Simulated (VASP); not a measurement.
# Be2S3 (Pmm2) in VASP: further runs, part 2 of 2

VASP 6.6.1. The steps go on from the part before.

## (4) Relaxation of cell and atoms, PBE

This run uses another cell than the first one, of 16.78 Å³/atom.

File INCAR:

```
  PREC = Accurate
  ENCUT = 600
  EDIFF = 1E-6
  ISMEAR = 0
  SIGMA = 0.1
  LREAL = False
  LASPH = True
  NELM = 80
  ALGO = Normal
  ISIF = 3
  LWAVE = False
  LCHARG = False
  GGA = PE
  IBRION = 2
  NSW = 90
  EDIFFG = -0.04
```

File KPOINTS:

```
regular mesh
0
Gamma
  4 4 6
```

File POSCAR:

```
Be2S3
1.0
    4.7633164494      0.0000000000      0.0000000000
    0.0000000000      4.9205842264      0.0000000000
    0.0000000000      0.0000000000      3.5791811161
Be S
2 3
Direct
    0.0000000000      0.0000000000      0.0000000000
    0.5000000000      0.5000000000      0.6666666667
    0.2649058138      0.0000000000      0.1958908734
    0.7350941862      0.0000000000      0.1958908734
    0.0000000000      0.5000000000      0.7500000000
```

Potentials or basis: VASP PAW PBE potentials, release 64 (Be, S).

Started as:

```
cat potpaw_PBE.64/Be/POTCAR potpaw_PBE.64/S/POTCAR > POTCAR
mpirun -np 1 vasp_std > vasp.out
```

OUTCAR:

```text
PREC = Accurate
   ENCUT = 600
   EDIFF = 1E-6
   ISMEAR = 0
   LREAL = False
   LASPH = True
   NELM = 80
   ISIF = 3
   GGA = PE
   IBRION = 2
   NSW = 90
   EDIFFG = -0.04

 ion  position               nearest neighbor table
   1  0.000  0.000  0.000-   3 1.44   4 1.44
   2  0.500  0.500  0.667-   5 2.40   5 2.40
   3  0.265  0.000  0.196-   1 1.44   4 2.24   4 2.52
   4  0.735  0.000  0.196-   1 1.44   3 2.24   3 2.52
   5  0.000  0.500  0.750-   2 2.40   2 2.40

  LATTYP: Found a simple orthorhombic cell.
 ALAT       =     3.5791811161
 B/A-ratio  =     1.3308397354
 C/A-ratio  =     1.3747793327

  Lattice vectors:

 A1 = (   0.0000000000,   0.0000000000,   3.5791811161)
 A2 = (   4.7633164494,   0.0000000000,   0.0000000000)
 A3 = (   0.0000000000,   4.9205842264,   0.0000000000)

Analysis of symmetry for initial positions (statically):
=====================================================================
 Subroutine PRICEL returns:
 Original cell was already a primitive cell.

 Routine SETGRP: Setting up the symmetry group for a
 simple orthorhombic supercell.

 Subroutine GETGRP returns: Found  4 space group operations
 (whereof  4 operations were pure point group operations)
 out of a pool of  8 trial point group operations.

The static configuration has the point symmetry C_2v.

Analysis of symmetry for dynamics (positions and initial velocities):
=====================================================================
[... 297 lines left out ...]
      8       1.7187      2.00000
      9       2.5195      2.00000
     10       3.1521      2.00000
     11       3.3589      2.00000
     12       5.2984      0.00000
     13       6.2273      0.00000
     14       7.1935      0.00000
[... 403 lines left out ...]
      4      -1.5170      2.00000
      5      -0.9817      2.00000
      6      -0.3919      2.00000
      7       0.3437      2.00000
      8       0.3990      2.00000
      9       1.1755      2.00000
     10       3.0903      2.00000
     11       3.1940      2.00000
     12       4.3324      0.00000
     13       7.0862      0.00000
     14       9.3984      0.00000
     15       9.5871      0.00000

 [... further k-points ...]

[... ionic steps 4 to 56 ...]

--------------------------------------- Ionic step       57  -------------------------------------------

 number of electron      22.0000009 magnetization

------------------------ aborting loop because EDIFF is reached ----------------------------------------
[... 73 lines left out ...]
--------------------------------------- Ionic step       59  -------------------------------------------

 number of electron      21.9999999 magnetization

 Free energy of the ion-electron system (eV)
  ---------------------------------------------------
  ext. energy  EPLUGINS =         0.00000000
  ---------------------------------------------------
  free energy    TOTEN  =       -21.41990644 eV

  energy without entropy =      -21.40577612  energy(sigma->0) =      -21.41284128

 E-fermi :   2.1814     XC(G=0):  -8.3936

 val. band max:        2.1647353999   @ k =   0.2500   0.2500   0.5000
 cond. band min:       2.1826286167   @ k =   0.0000   0.5000   0.3333
 fundamental gap:      0.0178932168
 Fermi energy:         2.1813794239

 k-point     1 :       0.0000    0.0000    0.0000
  band No.  band energies     occupation
      1     -12.8346      2.00000
      2      -9.0552      2.00000
      3      -8.9147      2.00000
      4      -5.1855      2.00000
      5      -2.7042      2.00000
      6      -1.4678      2.00000
      7       0.5412      2.00000
      8       1.1693      2.00000
      9       1.6067      2.00000
     10       1.8974      1.99994
     11       2.2064      0.72372
     12       5.3549      0.00000
     13       5.7440      0.00000
     14       5.8132      0.00000
[... 447 lines left out ...]
  FREE ENERGIE OF THE ION-ELECTRON SYSTEM (eV)
  ---------------------------------------------------
  free  energy   TOTEN  =       -21.4199064399 eV

  energy  without entropy=      -21.4057761236  energy(sigma->0) =      -21.41284128

 reached required accuracy - stopping structural energy minimisation
```

It took 14 min on 1 thread of Intel Xeon 6975P-C (Granite Rapids), shared host; peak memory 0.23 GiB.

Results:

```yaml
Free_energy: -21.4199 eV
Relaxed_volume: 19.74 Å³/atom
Relaxed_cell: a = 4.906 Å, b = 3.422 Å, c = 5.880 Å, α = 90.00°, β = 90.00°, γ = 90.00°
Space_group_after_relaxing_to_0.1_Å: Pmm2 (No. 25)
Pressure_after_relaxing: -0.1 GPa
Largest_force_after_relaxing: 0.028 eV/Å
Band_gap_on_the_k_mesh: zero (bands 11 and 12 overlap by 1.05 eV)
```

Forces in eV/Å, atoms in the order of the input:
```
Be   0.000  0.000 -0.005
Be   0.000  0.000  0.027
S    0.026  0.000 -0.011
S   -0.026  0.000 -0.011
S    0.000  0.000  0.000
```

Final structure:
```yaml
crystal:
  lattice:
    - [4.90583, 0.00000, 0.00000]
    - [0.00000, 3.42245, 0.00000]
    - [0.00000, 0.00000, 5.87977]
  atoms:
    - { symbol: Be, position: [0.00000, 0.00000, 0.99831] }
    - { symbol: Be, position: [0.50000, 0.50000, 0.34437] }
    - { symbol: S, position: [0.24378, 0.00000, 0.31954] }
    - { symbol: S, position: [0.75622, 0.00000, 0.31954] }
    - { symbol: S, position: [0.00000, 0.50000, 0.82669] }
```

Levels at points of the mesh, in eV from the Fermi level:
| k point | band 7 | band 8 | band 9 | band 10 | band 11 | band 12 | band 13 | band 14 | band 15 |
| --- | --- | --- | --- | --- | --- | --- | --- | --- | --- |
| (0.00, 0.00, 0.00) | -1.64 | -1.01 | -0.57 | -0.28 | 0.03 | 3.17 | 3.56 | 3.63 | 4.76 |
| (0.50, 0.00, 0.00) | -2.60 | -1.85 | -1.80 | -1.30 | -0.60 | 0.28 | 4.31 | 4.83 | 5.71 |
| (0.00, 0.50, 0.00) | -3.67 | -3.46 | -1.51 | -0.77 | 0.12 | 3.10 | 3.47 | 4.43 | 5.61 |
| (0.50, 0.50, 0.00) | -2.96 | -2.61 | -1.70 | -1.39 | -1.33 | -0.21 | 2.83 | 4.23 | 7.15 |
| (0.00, 0.00, 0.50) | -2.22 | -1.32 | -1.08 | 0.03 | 0.35 | 3.08 | 3.62 | 3.86 | 5.49 |
| (0.50, 0.00, 0.50) | -2.36 | -1.76 | -1.64 | -1.14 | -0.85 | -0.49 | 3.94 | 5.08 | 5.25 |
| (0.00, 0.50, 0.50) | -3.63 | -2.56 | -0.97 | -0.88 | -0.04 | 2.52 | 3.53 | 4.50 | 4.99 |
| (0.50, 0.50, 0.50) | -2.70 | -2.36 | -1.50 | -1.42 | -0.69 | -0.56 | 3.54 | 5.27 | 6.14 |

Caveat: the volume moved by over 15 % at a fixed basis, so the end points are rough.

## (5) The runs side by side

| task | cell | k mesh | cutoff (eV) | gap on the mesh (eV) | pressure (GPa) | largest force (eV/Å) |
| --- | --- | --- | --- | --- | --- | --- |
| single point | a = 4.904, b = 3.412, c = 6.049 Å, 5 atoms, atomic positions A | 4 × 4 × 6 | 520 | none | 0.0 | 0.02 |
| single point | a = 3.412, b = 4.904, c = 6.049 Å, 5 atoms, atomic positions B | 6 × 4 × 4 | 520 | none | 0.0 | 0.02 |
| relaxation of cell and atoms | relaxed from a = 4.763, b = 4.921, c = 3.579 Å, 5 atoms, atomic positions C | 4 × 4 × 6 | 600 | none | -0.1 | 0.03 |

Alike in all rows: level PBE; potentials or basis VASP PAW PBE potentials, release 64 (Be, S); no spin polarisation; smearing gaussian 0.1 eV.

Caveats: some runs use coarse meshes; this functional lacks dispersion, which binds layers or chains, so the pressure and a relaxed spacing across them are unreliable (at least some runs); the volume moved by over 15 % at a fixed basis, so the end points are rough (at least some runs).

Absolute energies hang on the potentials; compare differences alone.

The gap in the log of VASP goes by the Fermi energy; the results here count the filled bands.